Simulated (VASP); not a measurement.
Write the native input for VASP 6.6.1 that does the following.

| Quantity | Value |
| --- | --- |
| Task | relaxation of volume and atoms at fixed shape |
| Functional | LDA |
| Potentials or basis | VASP PAW LDA potentials, release 64 (Ta_sv_GW, Re_sv_GW) |
| Cutoff | 560 eV |
| k mesh | 8 × 8 × 5 |
| Occupations | gaussian, width 0.05 eV |
| Spin | no spin polarisation |
| Dipole correction | no |
| Further INCAR settings | ALGO = Normal; EDIFF = 1e-07; IBRION = 2; EDIFFG = -0.01; NSW = 60; ISIF = 8 |

The structure of TaRe lies in POSCAR:

```
TaRe
1.0
    1.5963300000     -2.2893200000      0.0000000000
    1.5963300000      2.2893200000      0.0000000000
    0.0000000000      0.0000000000      4.4440900000
Ta Re
1 1
Direct
    0.5000000000      0.5000000000      0.5000000000
    0.0000000000      0.0000000000      0.0000000000
```

The input as run:

INCAR

```
PREC     = Accurate       # precision mode
ENCUT    = 560            # plane-wave cutoff, eV
EDIFF    = 1E-7           # SCF threshold, eV
ISMEAR   = 0              # smearing method
SIGMA    = 0.05           # smearing width, eV
LREAL    = F              # projectors in reciprocal space
LASPH    = T              # aspherical terms in the spheres
NELM     = 120            # most SCF steps
ALGO     = Normal         # electronic algorithm
ISIF     = 8              # what is computed and relaxed
LWAVE    = F              # write WAVECAR
LCHARG   = F              # write CHGCAR
IBRION   = 2              # ionic algorithm
NSW      = 60             # ionic steps
EDIFFG   = -0.01          # ionic threshold
GGA_COMPAT= F            
NELMIN   = 4
```

KPOINTS

```
Automatic mesh
0
Gamma
  8 8 5
```

Potentials or basis: VASP PAW LDA potentials, release 64 (Ta_sv_GW, Re_sv_GW).

The run is started by

```sh
$ cat potpaw_LDA.64/Ta_sv_GW/POTCAR potpaw_LDA.64/Re_sv_GW/POTCAR > POTCAR
$ mpirun -np 1 vasp_std > vasp.out
```

It gave:

The relaxed volume is 15.64 Å³/atom and the relaxed cell is a = 2.756 Å, b = 2.756 Å, c = 4.388 Å, α = 90.00°, β = 90.00°, γ = 110.22°. The space group after relaxing (to 0.1 Å) is Cmmm (No. 65). The energy gained by relaxing is 21.4 meV/atom, the ionic steps are 7 and the pressure after relaxing is 0.0 GPa. The band gap on the k mesh is zero (bands 14 and 15 overlap by 3.23 eV).

Caveat: spin-orbit coupling is left out, which moves the levels of the heavy elements.

Wall time 4.6 min on 1 thread of Intel(R) Xeon(R) Platinum 8259CL CPU @ 2.50GHz (Skylake/Cascade Lake), with other jobs on the host, peak memory 0.19 GiB.
